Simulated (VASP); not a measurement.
Write the native input for VASP 6.6.1 that does the following.

```
Task                   : relaxation of cell and atoms
Functional             : LDA
Potentials or basis    : VASP PAW LDA potentials, release 64 (Cd)
Cutoff                 : 600 eV
k mesh                 : 9 × 9 × 9
Occupations            : methfessel-paxton, width 0.05 eV
Spin                   : no spin polarisation
Dipole correction      : no
Further INCAR settings : ALGO = Normal; EDIFF = 1e-06; IBRION = 2; EDIFFG = -0.01; NSW = 60; ISIF = 3
```

The structure of Cd lies in POSCAR:

```
Cd
1.0
   -1.7843220000      1.7843220000      1.7843220000
    1.7843220000     -1.7843220000      1.7843220000
    1.7843220000      1.7843220000     -1.7843220000
Cd
1
Direct
    0.0000000000      0.0000000000      0.0000000000
```

The input as run:

INCAR

```
PREC = Accurate
ENCUT = 600
EDIFF = 1E-6
ISMEAR = 1
SIGMA = 0.05
LREAL = F
LASPH = T
NELM = 80
ALGO = Normal
ISIF = 3
LWAVE = F
LCHARG = F
GGA = CA
IBRION = 2
NSW = 60
EDIFFG = -0.01
```

KPOINTS

```
regular mesh
0
Gamma
  9 9 9
```

Potentials or basis: VASP PAW LDA potentials, release 64 (Cd).

The run is started by

```sh
$ cat potpaw_LDA.64/Cd/POTCAR > POTCAR
$ mpirun -np 1 vasp_std > vasp.out
```

Results of the run:

```yaml
Relaxed_volume: 20.28 Å³/atom
Relaxed_cell: a = 2.976 Å, b = 2.976 Å, c = 2.976 Å, α = 109.47°, β = 109.47°, γ = 109.47°
Space_group_after_relaxing_to_0.05_Å: Im-3m (No. 229)
Energy_gained_by_relaxing: 34.6 meV/atom
Ionic_steps: 5
Pressure_after_relaxing: 0.0 GPa
Band_gap_on_the_k_mesh: zero (band 6 reaches 5.41 eV, above the bottom of band 7 at 2.56 eV)
```

It took 19 s on 1 thread of Intel(R) Xeon(R) Platinum 8488C (Sapphire Rapids) (shared host), peak memory 0.15 GiB.
